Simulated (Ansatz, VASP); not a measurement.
**Two plane-wave programs on BN**

```xyz
4
Lattice="2.5025 0.0000 0.0000 -1.2512 2.1672 0.0000 0.0000 0.0000 4.1144" Properties=species:S:1:pos:R:3 pbc="T T T"
B     0.0000    1.4448   -0.0008
B     1.2512    0.7224    2.0564
N     0.0000    1.4448    1.5396
N     1.2512    0.7224    3.5968
```

Change from the starting cell: strained cell.

Alike in both runs: functional PBEsol; k mesh 9 × 9 × 6; occupations gaussian, width 0.02 eV; no spin polarisation.

Ansatz relaxed the structure, and its values are those at the end. VASP's run is a single point on that final structure, the one shown.

```csv
,VASP,Ansatz
version,VASP 6.6.1,Ansatz 0.2.0
potentials or method,"VASP PAW PBE potentials, release 64 (B, N), cutoff 520 eV","scalar-relativistic, plane waves, PAW"
valence electrons in the cell,16,16
```

|  | VASP | Ansatz | Ansatz less VASP |
| --- | --- | --- | --- |
| gap on the k mesh at the Fermi level (eV) | 4.87 | 4.88 | +0.014 |
| least direct gap on the mesh (eV) | 8.43 | 8.43 | +0.003 |
| pressure (GPa) | 22.9 | 21.9 | -1.05 |

VASP's potentials were made for PBE, not for PBEsol, and Ansatz warns of the same on its side. Ansatz's warnings: stress scf threshold loose.
